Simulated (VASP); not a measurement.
# Be2CdO3 (P4/mmm) in VASP: relaxation of cell and atoms with PBE

Aim: the relaxation of cell and atoms of Be2CdO3 with PBE.

Everything below comes from runs of VASP 6.6.1. Logs are shortened: lines on timing, memory, paths and dates and some standing lists are left out, and cuts for length are marked.

## Step 1: The cell of the first run

Symmetry: P4/mmm, No. 123, tetragonal system. The conventional cell has a = 3.298 Å, b = 3.298 Å, c = 7.199 Å, α = 90.00°, β = 90.00°, γ = 90.00°. Within 2.2 Å of Be (site symmetry mmm) lie 4 O at 1.65 Å. Within 3.1 Å of Cd (site symmetry 4/mmm) lie 4 O at 2.33 Å. Within 2.2 Å of O (site symmetry 4/mmm) lie 4 Be at 1.65 Å. Within 2.2 Å of O (site symmetry 4/mmm) lie 4 Be at 1.65 Å. Within 3.1 Å of O (site symmetry 4/mmm) lie 4 Cd at 2.33 Å.

The cell was generated, and may not be a known phase.

## Step 2: Relaxation of cell and atoms, PBE

The input, INCAR:

```
ALGO = Normal
EDIFF = 1E-6
EDIFFG = -0.01
ENCUT = 600
GGA = PE
IBRION = 2
ISIF = 3
ISMEAR = 0
LASPH = True
LCHARG = False
LREAL = False
LWAVE = False
NELM = 100
NSW = 100
PREC = Accurate
SIGMA = 0.1
```

The input, KPOINTS:

```
k-points
0
Gamma
  12 12 6
```

The input, POSCAR:

```
Be2CdO3
1.0
    3.2976533865      0.0000000000      0.0000000000
    0.0000000000      3.2976533865      0.0000000000
    0.0000000000      0.0000000000      7.1987406948
Be Cd O
2 1 3
Direct
    0.0000000000      0.5000000000      0.0000000000
    0.5000000000      0.0000000000      0.0000000000
    0.0000000000      0.0000000000      0.5000000000
    0.5000000000      0.5000000000      0.0000000000
    0.0000000000      0.0000000000      0.0000000000
    0.5000000000      0.5000000000      0.5000000000
```

Potentials or basis: VASP PAW PBE potentials, release 64 (Be, Cd, O).

Launch:

```console
$ cat potpaw_PBE.64/Be/POTCAR potpaw_PBE.64/Cd/POTCAR potpaw_PBE.64/O/POTCAR > POTCAR
$ mpirun -np 1 vasp_std > vasp.out
```

OUTCAR:

```text
EDIFF = 1E-6
   EDIFFG = -0.01
   ENCUT = 600
   GGA = PE
   IBRION = 2
   ISIF = 3
   ISMEAR = 0
   LASPH = True
   LREAL = False
   NELM = 100
   NSW = 100
   PREC = Accurate

 ion  position               nearest neighbor table
   1  0.000  0.500  0.000-   4 1.65   5 1.65   5 1.65   4 1.65   2 2.33   2 2.33   2 2.33   2 2.33

   2  0.500  0.000  0.000-   4 1.65   5 1.65   4 1.65   5 1.65   1 2.33   1 2.33   1 2.33   1 2.33

   3  0.000  0.000  0.500-   6 2.33   6 2.33   6 2.33   6 2.33
   4  0.500  0.500  0.000-   1 1.65   2 1.65   2 1.65   1 1.65
   5  0.000  0.000  0.000-   1 1.65   2 1.65   1 1.65   2 1.65
   6  0.500  0.500  0.500-   3 2.33   3 2.33   3 2.33   3 2.33

  LATTYP: Found a simple tetragonal cell.
 ALAT       =     3.2976533865
 C/A-ratio  =     2.1829888867

  Lattice vectors:

 A1 = (   3.2976533865,   0.0000000000,   0.0000000000)
 A2 = (   0.0000000000,   3.2976533865,   0.0000000000)
 A3 = (   0.0000000000,   0.0000000000,   7.1987406948)

Analysis of symmetry for initial positions (statically):
=====================================================================
 Subroutine PRICEL returns:
 Original cell was already a primitive cell.

 Routine SETGRP: Setting up the symmetry group for a
 simple tetragonal supercell.

 Subroutine GETGRP returns: Found 16 space group operations
 (whereof 16 operations were pure point group operations)
 out of a pool of 16 trial point group operations.

The static configuration has the point symmetry D_4h.

Analysis of symmetry for dynamics (positions and initial velocities):
=====================================================================
 Subroutine PRICEL returns:
 Original cell was already a primitive cell.

 Routine SETGRP: Setting up the symmetry group for a
 simple tetragonal supercell.

 Subroutine GETGRP returns: Found 16 space group operations
 (whereof 16 operations were pure point group operations)
 out of a pool of 16 trial point group operations.

The dynamic configuration has the point symmetry D_4h.

 Subroutine INISYM returns: Found 16 space group operations
 (whereof 16 operations are pure point group operations),
 and found     1 'primitive' translations

----------------------------------------------------------------------------------------

                                     Primitive cell

  volume of cell :      78.2828

  direct lattice vectors                    reciprocal lattice vectors
[... 105 lines left out ...]
   PSTRESS=    0.0 pullay stress
   NELECT =      34.0000    total number of electrons
   NUPDOWN=      -1.0000    fix difference up-down
   EMIN   =  10.00;   EMAX   =-10.00  energy-range for DOS
   EFERMI =   0.00;   METHOD = LEGACY
   ISMEAR =     0;   SIGMA  =   0.10  broadening in eV -4-tet -1-fermi 0-gaus
   EFERMI_NEDOS =   21; number of points for ismear=-14 and -15
   IALGO  =     38    algorithm
   IMIX   =      4    mixing-type and parameters
     AMIX     =   0.40;   BMIX     =  1.00
     AMIX_MAG =   1.60;   BMIX_MAG =  1.00
  volume/ion in A,a.u.               =      13.05        88.05
  Fermi-wavevector in a.u.,A,eV,Ry     =   1.239783  2.342850 20.912991  1.537062
  Thomas-Fermi vector in A             =   2.374251
   LORBIT       =      0    0 simple, 1 ext, 2 COOP (PROOUT), +10 PAW based schemes
   GGA     = PE    functional components
   LHFCALC =     F    Hartree Fock is set to
   AEXX    =    0.0000 exact exchange contribution
   IVDW    =     0    specifies the selected vdW correction
   LEPSILON=     F    determine dielectric tensor
   LRPA    =     F    only Hartree local field effects (RPA)
 conjugate gradient relaxation of ions
 non-spin polarized calculation
 Gauss-broadening in eV      SIGMA  =   0.10
  energy-cutoff  :      600.00
  volume of cell :       78.28
 maximum number of plane-waves:      2653
 NGX is ok and might be reduce to    28
   NGX = 13   NGY = 13   NGZ = 29

--------------------------------------- Ionic step        1  -------------------------------------------

 number of electron      34.0000021 magnetization

 Free energy of the ion-electron system (eV)
  ---------------------------------------------------
  ext. energy  EPLUGINS =         0.00000000
  ---------------------------------------------------
  free energy    TOTEN  =       -33.10421090 eV

  energy without entropy =      -33.10315139  energy(sigma->0) =      -33.10368115

------------------------ aborting loop because EDIFF is reached ----------------------------------------

  FORCE on cell =-STRESS in cart. coord.  units (eV):
  Direction    XX          YY          ZZ          XY          YZ          ZX
  --------------------------------------------------------------------------------------
  -------------------------------------------------------------------------------------
  Total        0.2105254      0.2105254      0.0091368      0.0000000      0.0000000      0.0000000
  in kB        4.3087221      4.3087221      0.1869979      0.0000000      0.0000000      0.0000000
  external PRESSURE =       2.9348140 kB  Pullay stress =       0.0000000 kB
[... 67 lines left out ...]
--------------------------------------- Ionic step        3  -------------------------------------------

 number of electron      34.0000021 magnetization

 Free energy of the ion-electron system (eV)
  ---------------------------------------------------
  ext. energy  EPLUGINS =         0.00000000
  ---------------------------------------------------
  free energy    TOTEN  =       -33.10439790 eV

  energy without entropy =      -33.10333060  energy(sigma->0) =      -33.10386425

 E-fermi :   1.1328     XC(G=0):  -9.1512

 val. band max:        1.0955442652   @ k =   0.5000   0.0000   0.0000
 cond. band min:       1.1499887442   @ k =   0.0000   0.0000   0.3333
 fundamental gap:      0.0544444790
 Fermi energy:         1.1327774115

 k-point     1 :       0.0000    0.0000    0.0000
  band No.  band energies     occupation
      1     -18.6635      2.00000
      2     -15.5002      2.00000
      3     -15.1433      2.00000
      4      -6.3980      2.00000
      5      -6.1502      2.00000
      6      -6.1502      2.00000
[... 565 lines left out ...]
     20       6.6548      0.00000
     21       8.3055      0.00000

 [... further k-points ...]

------------------------ aborting loop because EDIFF is reached ----------------------------------------

  FORCE on cell =-STRESS in cart. coord.  units (eV):
  Direction    XX          YY          ZZ          XY          YZ          ZX
  --------------------------------------------------------------------------------------
  -------------------------------------------------------------------------------------
  Total        0.0020124      0.0020124      0.0029765      0.0000000      0.0000000     -0.0000000
  in kB        0.0411115      0.0411115      0.0608069      0.0000000      0.0000000     -0.0000000
  external PRESSURE =       0.0476766 kB  Pullay stress =       0.0000000 kB
[... 21 lines left out ...]
  FREE ENERGIE OF THE ION-ELECTRON SYSTEM (eV)
  ---------------------------------------------------
  free  energy   TOTEN  =       -33.1043978982 eV

  energy  without entropy=      -33.1033306024  energy(sigma->0) =      -33.10386425

 reached required accuracy - stopping structural energy minimisation
```

OSZICAR:

```text
N       E                     dE             d eps       ncg     rms          rms(c)
DAV:   1     0.254725467043E+03    0.25473E+03   -0.18851E+04  4704   0.169E+03
[... 23 lines left out ...]
       N       E                     dE             d eps       ncg     rms          rms(c)
DAV:   1    -0.331051248523E+02   -0.87231E-03   -0.20203E-02  4754   0.146E+00    0.201E-01
DAV:   2    -0.331044772273E+02    0.64762E-03   -0.23764E-03  4780   0.471E-01    0.682E-02
DAV:   3    -0.331044151792E+02    0.62048E-04   -0.16960E-04  5820   0.143E-01    0.592E-02
DAV:   4    -0.331044026676E+02    0.12512E-04   -0.26425E-05  5194   0.388E-02    0.343E-02
DAV:   5    -0.331043974186E+02    0.52490E-05   -0.98329E-06  4914   0.330E-02    0.427E-03
DAV:   6    -0.331043978982E+02   -0.47959E-06   -0.16919E-06  3953   0.126E-02
   3 F= -.33104398E+02 E0= -.33103864E+02  d E =-.186996E-03
```

CONTCAR:

```text
Be2CdO3
   1.00000000000000
     3.3005951442984891    0.0000000000000000    0.0000000000000000
     0.0000000000000000    3.3005951442984891    0.0000000000000000
    -0.0000000000000000    0.0000000000000000    7.1990194009804718
  Be              Cd              O
     2     1     3
Direct
     0.0000000000000000    0.5000000000000000    0.0000000000000000
     0.5000000000000000    0.0000000000000000    0.0000000000000000
     0.0000000000000000    0.0000000000000000    0.5000000000000000
     0.5000000000000000    0.5000000000000000    0.0000000000000000
     0.0000000000000000    0.0000000000000000    0.0000000000000000
     0.5000000000000000    0.5000000000000000    0.5000000000000000

  0.00000000E+00  0.00000000E+00  0.00000000E+00
  0.00000000E+00  0.00000000E+00  0.00000000E+00
  0.00000000E+00  0.00000000E+00  0.00000000E+00
  0.00000000E+00  0.00000000E+00  0.00000000E+00
  0.00000000E+00  0.00000000E+00  0.00000000E+00
  0.00000000E+00  0.00000000E+00  0.00000000E+00
```

It took 2.6 min on 1 thread of Intel Xeon 6975P-C (Granite Rapids), shared host; peak memory 0.37 GiB.

What came out:

- Free energy: -33.1044 eV
- Relaxed volume: 13.07 Å³/atom
- Relaxed cell: a = 3.301 Å, b = 3.301 Å, c = 7.199 Å, α = 90.00°, β = 90.00°, γ = 90.00°
- Space group after relaxing (to 0.1 Å): P4/mmm (No. 123)
- Energy gained by relaxing: 0.0 meV/atom
- Ionic steps: 3
- Pressure after relaxing: 0.0 GPa
- Band gap on the k mesh: zero (bands 17 and 18 overlap by 0.31 eV)

Step by step:
```csv
step,energy change (eV),largest force (eV/Å),pressure (GPa),volume (Å³)
1,0.0000,0.0000,0.29,78.28
2,0.0000,0.0000,-0.24,78.55
3,-0.0002,0.0000,0.00,78.43
```

Final structure:
```yaml
crystal:
  lattice:
    - [3.30060, 0.00000, 0.00000]
    - [0.00000, 3.30060, 0.00000]
    - [0.00000, 0.00000, 7.19902]
  atoms:
    - { symbol: Be, position: [0.00000, 0.50000, 0.00000] }
    - { symbol: Be, position: [0.50000, 0.00000, 0.00000] }
    - { symbol: Cd, position: [0.00000, 0.00000, 0.50000] }
    - { symbol: O, position: [0.50000, 0.50000, 0.00000] }
    - { symbol: O, position: [0.00000, 0.00000, 0.00000] }
    - { symbol: O, position: [0.50000, 0.50000, 0.50000] }
```

Levels at points of the mesh, in eV from the Fermi level:
| k point | band 15 | band 16 | band 17 | band 18 | band 19 | band 20 |
| --- | --- | --- | --- | --- | --- | --- |
| (0.00, 0.00, 0.00) | -1.69 | -1.69 | -1.00 | -0.35 | 4.88 | 5.68 |
| (0.50, 0.00, 0.00) | -3.04 | -0.76 | -0.04 | 4.56 | 4.64 | 4.91 |
| (0.50, 0.50, 0.00) | -0.83 | -0.37 | -0.37 | 2.69 | 5.00 | 5.00 |
| (0.00, 0.00, 0.50) | -1.69 | -1.69 | -1.01 | 0.14 | 3.43 | 7.97 |
| (0.50, 0.00, 0.50) | -2.96 | -0.86 | -0.04 | 4.13 | 4.85 | 5.01 |
| (0.50, 0.50, 0.50) | -0.92 | -0.37 | -0.37 | 2.86 | 5.00 | 5.00 |

Caveat: semilocal functionals underestimate gaps, and a narrow one can read as zero.

The gap in the log of VASP goes by the Fermi energy; the results here count the filled bands.